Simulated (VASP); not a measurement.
Set up this calculation in VASP 6.6.1, as the native input.

```yaml
Task: single point
Functional: PBE
Potentials_or_basis: VASP PAW PBE potentials, release 64 (Ga_d, As)
Cutoff: 520 eV
k_mesh: 10 × 10 × 10
Occupations: gaussian, width 0.1 eV
Spin: no spin polarisation
Dipole_correction: no
Further_INCAR_settings: ALGO = Normal; EDIFF = 1e-07; NBANDS = 22
```

The structure of GaAs3 lies in POSCAR:

```
GaAs3
1.0
    4.9782336793      0.0000000000      0.0000000000
    0.0000000000      4.9782336793      0.0000000000
    0.0000000000      0.0000000000      4.9782336793
Ga As
1 3
Direct
    0.5000000000      0.5000000000      0.5000000000
    0.0000000000      0.5000000000      0.5000000000
    0.5000000000      0.0000000000      0.5000000000
    0.5000000000      0.5000000000      0.0000000000
```

The cell was generated, and may not be a known phase.

One way to write it, as run:

INCAR

```
PREC     = Accurate       # precision mode
ENCUT    = 520            # plane-wave cutoff, eV
EDIFF    = 1E-7           # SCF threshold, eV
ISMEAR   = 0              # smearing method
SIGMA    = 0.1            # smearing width, eV
LREAL    = False          # projectors in reciprocal space
LASPH    = True           # aspherical terms in the spheres
NELM     = 80             # most SCF steps
ALGO     = Normal         # electronic algorithm
ISIF     = 2              # what is computed and relaxed
LWAVE    = False          # write WAVECAR
LCHARG   = True           # write CHGCAR
GGA      = PE             # functional
LELF     = True           # ELF
LVHAR    = True         
NBANDS   = 22             # bands
```

KPOINTS

```
regular mesh
0
Gamma
  10 10 10
```

Potentials or basis: VASP PAW PBE potentials, release 64 (Ga_d, As).

Run with:

```sh
$ cat potpaw_PBE.64/Ga_d/POTCAR potpaw_PBE.64/As/POTCAR > POTCAR
$ mpirun -np 1 vasp_std > vasp.out
```

It gave:

```yaml
Pressure: 0.1 GPa
Band_gap_on_the_k_mesh: zero (bands 14 and 15 overlap by 1.51 eV)
```

Run time: 4.7 min on 1 thread of Intel Xeon 8259CL, on a shared host, peak memory 0.33 GiB.
